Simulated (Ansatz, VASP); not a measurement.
CsPt: VASP beside Ansatz

```
Cs Pt
1.0
     3.43699    0.00000    0.00000
    -1.71849    2.97652    0.00000
     0.00000    0.00000    5.58143
Cs Pt
1 1
Direct
  0.00000 0.00000 0.00000
  0.33333 0.66667 0.50000
```

Alike in both runs: task single point; functional PBE; k mesh 18 × 18 × 10; occupations gaussian, width 0.1 eV; no spin polarisation.

|  | VASP | Ansatz |
| --- | --- | --- |
| version | VASP 6.6.1 | Ansatz 0.2.0 |
| potentials or method | VASP PAW PBE potentials, release 64 (Cs_sv, Pt), cutoff 520 eV | scalar-relativistic, plane waves, PAW |
| valence electrons in the cell | 19 | 27 |

Ansatz gave:

* gap on the k mesh at the Fermi level (eV): none
* pressure (GPa): 0.0

Problem. Estimate VASP's values.

Solution. gap on the k mesh at the Fermi level (eV): none; pressure (GPa): 0.3.

A gap of «none» marks a metal or a gap that the smearing closes. VASP's potentials hold 19 valence electrons a cell and Ansatz's 27, so a difference there can come from the potentials and not from the codes.

Neither program's run includes spin-orbit coupling.
